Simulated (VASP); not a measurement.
Set up this calculation in VASP 6.6.1, as the native input.

```
Task                   : electric field gradients
Functional             : PBE
Potentials or basis    : VASP PAW PBE potentials, release 64 (K_sv, I)
Cutoff                 : 520 eV
k mesh                 : 9 × 9 × 9
Occupations            : fermi-dirac, width 0.03 eV
Spin                   : no spin polarisation
Dipole correction      : no
Further INCAR settings : ALGO = Normal; EDIFF = 1e-08; NBANDS = 15
```

The structure of KI (zincblende type) lies in POSCAR:

```
KI
1.0
    0.0000000000      3.9945620004      3.9945620004
    3.9945620004      0.0000000000      3.9945620004
    3.9945620004      3.9945620004      0.0000000000
K I
1 1
Direct
    0.0000000000      0.0000000000      0.0000000000
    0.2500000000      0.2500000000      0.2500000000
```

One way to write it, as run:

INCAR

```
  PREC = Accurate
  ENCUT = 520
  EDIFF = 1E-8
  ISMEAR = -1
  SIGMA = 0.03
  LREAL = F
  LASPH = T
  NELM = 80
  ALGO = Normal
  ISIF = 2
  LWAVE = F
  LCHARG = F
  GGA = PE
  LEFG = T
  NBANDS = 15
```

KPOINTS

```
Automatic mesh
0
Gamma
  9 9 9
```

Potentials or basis: VASP PAW PBE potentials, release 64 (K_sv, I).

Command:

```bash
$ cat potpaw_PBE.64/K_sv/POTCAR potpaw_PBE.64/I/POTCAR > POTCAR
$ mpirun -np 1 vasp_std > vasp.out
```

It gave:

```
Pressure               : 0.0 GPa
Band gap on the k mesh : 3.89 eV, indirect (the least direct gap lies 2.5 meV higher)
```

Caveat: without QUAD_EFG the Cq values of the log hold for a quadrupole moment of 1 mb, not for the nuclei; spin-orbit coupling is left out, which moves the levels of the heavy elements.

Wall time 87 s on 1 thread of Intel(R) Xeon(R) Platinum 8259CL CPU @ 2.50GHz (Skylake/Cascade Lake), on a shared host, peak memory 0.28 GiB.
